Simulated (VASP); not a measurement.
# WSe2 in VASP: single point with LDA

Aim: the single point of WSe2 with LDA.

Program: VASP 6.6.1. These are calculated values, not measurements. Logs are shortened: lines on timing, memory, paths and dates and some standing lists are left out, and cuts for length are marked.

## Step 1: The cell of the first run

The cell holds a slab with vacuum, 3 atoms: a = 3.318 Å, b = 3.318 Å, c = 16.658 Å, α = 90.00°, β = 90.00°, γ = 120.00°.

## Step 2: Single point, LDA

INCAR reads:

```
SYSTEM = WSe2
PREC = Accurate ; ENCUT = 520
EDIFF = 1E-6 ; ISMEAR = 0
SIGMA = 0.05 ; LREAL = .False.
LASPH = .True. ; NELM = 80
ALGO = Normal ; ISIF = 2
LWAVE = .False. ; LCHARG = .False.
NBANDS = 20
```

KPOINTS reads:

```
Automatic mesh
0
Gamma
  12 12 2
  0 0 0
```

POSCAR reads:

```
WSe2
1.0
    3.3179375931      0.0000000000      0.0000000000
   -1.6589687966      2.8734182438      0.0000000000
    0.0000000000      0.0000000000     16.6581424200
W Se
1 2
Direct
    0.0000000000      0.0000000000      0.0000000000
    0.3333333333      0.6666666667      0.0997865200
    0.3333333333      0.6666666667      0.9002134800
```

Potentials or basis: VASP PAW LDA potentials, release 64 (W_sv, Se).

The run is started by

```console
> cat potpaw_LDA.64/W_sv/POTCAR potpaw_LDA.64/Se/POTCAR > POTCAR
> mpirun -np 1 vasp_std > vasp.out
```

OUTCAR:

```text
SYSTEM = WSe2
   PREC = Accurate
   ENCUT = 520
   EDIFF = 1E-6
   ISMEAR = 0
   LREAL = .False.
   LASPH = .True.
   NELM = 80
   ISIF = 2

 ion  position               nearest neighbor table
   1  0.000  0.000  0.000-   2 2.54   3 2.54   2 2.54   3 2.54   2 2.54   3 2.54
   2  0.333  0.667  0.100-   1 2.54   1 2.54   1 2.54
   3  0.333  0.667  0.900-   1 2.54   1 2.54   1 2.54

  LATTYP: Found a hexagonal cell.
 ALAT       =     3.3179375931
 C/A-ratio  =     5.0206316281

  Lattice vectors:

 A1 = (   3.3179375931,   0.0000000000,   0.0000000000)
 A2 = (  -1.6589687966,   2.8734182438,   0.0000000000)
 A3 = (   0.0000000000,   0.0000000000,  16.6581424200)

Analysis of symmetry for initial positions (statically):
=====================================================================
 Subroutine PRICEL returns:
 Original cell was already a primitive cell.

 Routine SETGRP: Setting up the symmetry group for a
 hexagonal supercell.

 Subroutine GETGRP returns: Found 12 space group operations
 (whereof 12 operations were pure point group operations)
 out of a pool of 24 trial point group operations.

The static configuration has the point symmetry D_3h.

Analysis of symmetry for dynamics (positions and initial velocities):
=====================================================================
 Subroutine PRICEL returns:
 Original cell was already a primitive cell.

 Routine SETGRP: Setting up the symmetry group for a
 hexagonal supercell.

 Subroutine GETGRP returns: Found 12 space group operations
 (whereof 12 operations were pure point group operations)
 out of a pool of 24 trial point group operations.

The dynamic configuration has the point symmetry D_3h.

 Subroutine INISYM returns: Found 12 space group operations
 (whereof 12 operations are pure point group operations),
 and found     1 'primitive' translations

----------------------------------------------------------------------------------------

                                     Primitive cell

  volume of cell :     158.8158

  direct lattice vectors                    reciprocal lattice vectors
     3.317937593  0.000000000  0.000000000     0.301392046  0.174008779  0.000000000
    -1.658968797  2.873418244  0.000000000     0.000000000  0.348017558  0.000000000
     0.000000000  0.000000000 16.658142420     0.000000000  0.000000000  0.060030703

  length of vectors
     3.317937593  3.317937593 16.658142420     0.348017558  0.348017558  0.060030703

  position of ions in fractional coordinates (direct lattice)
     0.000000000  0.000000000  0.000000000
     0.333333333  0.666666667  0.099786520
     0.333333333  0.666666667  0.900213480

  ion indices of the primitive-cell ions
   primitive index   ion index
                 1           1
                 2           2
                 3           3

----------------------------------------------------------------------------------------

 KPOINTS: Automatic mesh

Automatic generation of k-mesh.
 Grid dimensions read from file:
 generate k-points for:   12   12    2

 Generating k-lattice:

  Cartesian coordinates                     Fractional coordinates (reciprocal lattice)
     0.025116004  0.014500732  0.000000000     0.083333333  0.000000000  0.000000000
     0.000000000  0.029001463  0.000000000     0.000000000  0.083333333  0.000000000
     0.000000000  0.000000000  0.030015351     0.000000000  0.000000000  0.500000000

  Length of vectors
     0.029001463  0.029001463  0.030015351

  Shift w.r.t. Gamma in fractional coordinates (k-lattice)
     0.000000000  0.000000000  0.000000000

 Subroutine IBZKPT returns following result:
 ===========================================

 Found     38 irreducible k-points:

 Following reciprocal coordinates:
            Coordinates               Weight
  0.000000  0.000000  0.000000      1.000000
  0.083333  0.000000  0.000000      6.000000
  0.166667  0.000000  0.000000      6.000000
  0.250000  0.000000  0.000000      6.000000
  0.333333  0.000000  0.000000      6.000000
  0.416667  0.000000  0.000000      6.000000
[... 16 lines left out ...]
  0.250000  0.000000  0.500000      6.000000
  0.333333  0.000000  0.500000      6.000000
 [... further k-points ...]
   k-points           NKPTS =     38   k-points in BZ     NKDIM =     38   number of bands    NBANDS=     20
   number of dos      NEDOS =    301   number of ions     NIONS =      3
   total plane-waves  NPLWV =  98784
   dimension x,y,z NGX =    28 NGY =   28 NGZ =  126
   dimension x,y,z NGXF=    56 NGYF=   56 NGZF=  252
   ions per type =               1   2
   NGX,Y,Z   is equivalent  to a cutoff of  14.03, 14.03, 12.57 a.u.
   NGXF,Y,Z  is equivalent  to a cutoff of  28.06, 28.06, 25.15 a.u.
 SYSTEM =  WSe2
   PREC   = accura    normal or accurate (medium, high low for compatibility)
   ISTART =      0    job   : 0-new  1-cont  2-samecut
   ICHARG =      2    charge: 1-file 2-atom 10-const
   ISPIN  =      1    spin polarized calculation?
   LNONCOLLINEAR =      F non collinear calculations
   LSORBIT =      F    spin-orbit coupling
   LASPH  =      T    aspherical Exc in radial PAW
   ENCUT  =  520.0 eV  38.22 Ry    6.18 a.u.   6.17  6.17 30.97*2*pi/ulx,y,z
   NELM   =     80;   NELMIN=  2; NELMDL= -5     # of ELM steps
   EDIFF  = 0.1E-05   stopping-criterion for ELM
   LREAL  =      F    real-space projection
   EDIFFG = 0.1E-04   stopping-criterion for IOM
   NSW    =      0    number of steps for IOM
   IBRION =     -1    ionic relax: 0-MD 1-quasi-New 2-CG
   NFREE  =      0    steps in history (QN), initial steepest desc. (CG)
   ISIF   =      2    stress and relaxation
   ISYM   =      2    0-nonsym 1-usesym 2-fastsym
   POTIM  = 0.5000    time-step for ionic-motion
   TEBEG  =    0.0;   TEEND  =   0.0 temperature during run
   PSTRESS=    0.0 pullay stress
   NELECT =      26.0000    total number of electrons
   NUPDOWN=      -1.0000    fix difference up-down
   EMIN   =  10.00;   EMAX   =-10.00  energy-range for DOS
   EFERMI =   0.00;   METHOD = LEGACY
   ISMEAR =     0;   SIGMA  =   0.05  broadening in eV -4-tet -1-fermi 0-gaus
   EFERMI_NEDOS =   21; number of points for ismear=-14 and -15
   IALGO  =     38    algorithm
   IMIX   =      4    mixing-type and parameters
     AMIX     =   0.40;   BMIX     =  1.00
     AMIX_MAG =   1.60;   BMIX_MAG =  1.00
  volume/ion in A,a.u.               =      52.94       357.25
  Fermi-wavevector in a.u.,A,eV,Ry     =   0.895574  1.692389 10.912587  0.802053
  Thomas-Fermi vector in A             =   2.017923
   LORBIT       =      0    0 simple, 1 ext, 2 COOP (PROOUT), +10 PAW based schemes
   GGA     = CA    functional components
   LHFCALC =     F    Hartree Fock is set to
   AEXX    =    0.0000 exact exchange contribution
   IVDW    =     0    specifies the selected vdW correction
   LEPSILON=     F    determine dielectric tensor
   LRPA    =     F    only Hartree local field effects (RPA)
 non-spin polarized calculation
 Gauss-broadening in eV      SIGMA  =   0.05
  energy-cutoff  :      520.00
  volume of cell :      158.82
 maximum number of plane-waves:      4302
 NGX is ok and might be reduce to    28
   NGX = 13   NGY = 13   NGZ = 61

 number of electron      25.9999998 magnetization

 Free energy of the ion-electron system (eV)
  ---------------------------------------------------
  ext. energy  EPLUGINS =         0.00000000
  ---------------------------------------------------
  free energy    TOTEN  =       -24.08346203 eV

  energy without entropy =      -24.08346203  energy(sigma->0) =      -24.08346203

 E-fermi :  -0.6610     XC(G=0):  -4.8669

 val. band max:       -1.0815208884   @ k =   0.3333   0.3333   0.0000
 cond. band min:       0.4344843934   @ k =   0.3333   0.3333   0.5000
 fundamental gap:      1.5160052818
 Fermi energy:        -0.6609874488

 k-point     1 :       0.0000    0.0000    0.0000
  band No.  band energies     occupation
      1     -74.6602      2.00000
      2     -39.1504      2.00000
      3     -39.0374      2.00000
      4     -39.0374      2.00000
      5     -15.7785      2.00000
      6     -14.4950      2.00000
[... 12 lines left out ...]
     19       4.1006      0.00000
     20       4.2707      0.00000

 k-point     2 :       0.0833    0.0000    0.0000
  band No.  band energies     occupation
      1     -74.6596      2.00000
      2     -39.1476      2.00000
      3     -39.0522      2.00000
      4     -39.0409      2.00000
      5     -15.6771      2.00000
      6     -14.4459      2.00000
[... 12 lines left out ...]
     19       4.2399      0.00000
     20       4.5810      0.00000

 k-point     3 :       0.1667    0.0000    0.0000
  band No.  band energies     occupation
      1     -74.6579      2.00000
      2     -39.1399      2.00000
      3     -39.0923      2.00000
      4     -39.0503      2.00000
      5     -15.3866      2.00000
      6     -14.3058      2.00000
[... 12 lines left out ...]
     19       4.6187      0.00000
     20       5.2812      0.00000

 k-point     4 :       0.2500    0.0000    0.0000
  band No.  band energies     occupation
      1     -74.6555      2.00000
      2     -39.1467      2.00000
      3     -39.1293      2.00000
      4     -39.0632      2.00000
      5     -14.9510      2.00000
      6     -14.0981      2.00000
[... 12 lines left out ...]
     19       5.1794      0.00000
     20       5.7537      0.00000

 k-point     5 :       0.3333    0.0000    0.0000
  band No.  band energies     occupation
      1     -74.6532      2.00000
      2     -39.2005      2.00000
      3     -39.1188      2.00000
      4     -39.0760      2.00000
      5     -14.4531      2.00000
      6     -13.8669      2.00000
[... 12 lines left out ...]
     19       5.5438      0.00000
     20       5.7532      0.00000
[... 353 lines left out ...]
      6     -14.4459      2.00000
[... 12 lines left out ...]
     19       4.0012      0.00000
     20       4.8798      0.00000

 k-point    22 :       0.1667    0.0000    0.5000
  band No.  band energies     occupation
      1     -74.6579      2.00000
      2     -39.1399      2.00000
      3     -39.0923      2.00000
      4     -39.0503      2.00000
      5     -15.3866      2.00000
      6     -14.3058      2.00000
[... 12 lines left out ...]
     19       4.3830      0.00000
     20       5.7121      0.00000

 k-point    23 :       0.2500    0.0000    0.5000
  band No.  band energies     occupation
      1     -74.6555      2.00000
      2     -39.1467      2.00000
      3     -39.1293      2.00000
      4     -39.0632      2.00000
      5     -14.9510      2.00000
      6     -14.0981      2.00000
[... 12 lines left out ...]
     19       4.9730      0.00000
     20       6.0741      0.00000

 k-point    24 :       0.3333    0.0000    0.5000
  band No.  band energies     occupation
      1     -74.6532      2.00000
      2     -39.2005      2.00000
      3     -39.1188      2.00000
      4     -39.0760      2.00000
      5     -14.4531      2.00000
      6     -13.8669      2.00000
[... 12 lines left out ...]
     19       5.6022      0.00000
     20       5.6471      0.00000

 [... further k-points ...]
[... 5 lines left out ...]
  --------------------------------------------------------------------------------------
  -------------------------------------------------------------------------------------
  Total       -2.1510741     -2.1510741     -1.1065455      0.0000000      0.0000000      0.0000000
  in kB      -21.7006296    -21.7006296    -11.1631360      0.0000000      0.0000000      0.0000000
  external PRESSURE =     -18.1881317 kB  Pullay stress =       0.0000000 kB

 VOLUME and BASIS-vectors are now :
 -----------------------------------------------------------------------------
  energy-cutoff  :      520.00
  volume of cell :      158.82
      direct lattice vectors                 reciprocal lattice vectors
     3.317937593  0.000000000  0.000000000     0.301392046  0.174008779  0.000000000
    -1.658968797  2.873418244  0.000000000     0.000000000  0.348017558  0.000000000
     0.000000000  0.000000000 16.658142420     0.000000000  0.000000000  0.060030703

 POSITION                                       TOTAL-FORCE (eV/Angst)
 -----------------------------------------------------------------------------------
      0.00000      0.00000      0.00000        -0.000000      0.000000      0.000000
     -0.00000      1.91561      1.66226         0.000000      0.000000     -0.329264
     -0.00000      1.91561     14.99588         0.000000      0.000000      0.329264
 -----------------------------------------------------------------------------------
    total drift:                                0.000000     -0.000000     -0.000000

  FREE ENERGIE OF THE ION-ELECTRON SYSTEM (eV)
  ---------------------------------------------------
  free  energy   TOTEN  =       -24.0834620347 eV

  energy  without entropy=      -24.0834620347  energy(sigma->0) =      -24.08346203
```

Wall time 2.4 min (1 thread of AMD EPYC 7R13 (Zen 3), shared host); peak memory 0.27 GiB.

What came out:

```yaml
Free_energy: -24.0835 eV
Largest_force: 0.329 eV/Å
Band_gap_on_the_k_mesh: 1.52 eV, direct
```

Forces on the atoms (eV/Å):
```
W    0.000  0.000  0.000
Se   0.000  0.000 -0.329
Se   0.000  0.000  0.329
```

Caveat: spin-orbit coupling is left out, which moves the levels of the heavy elements.
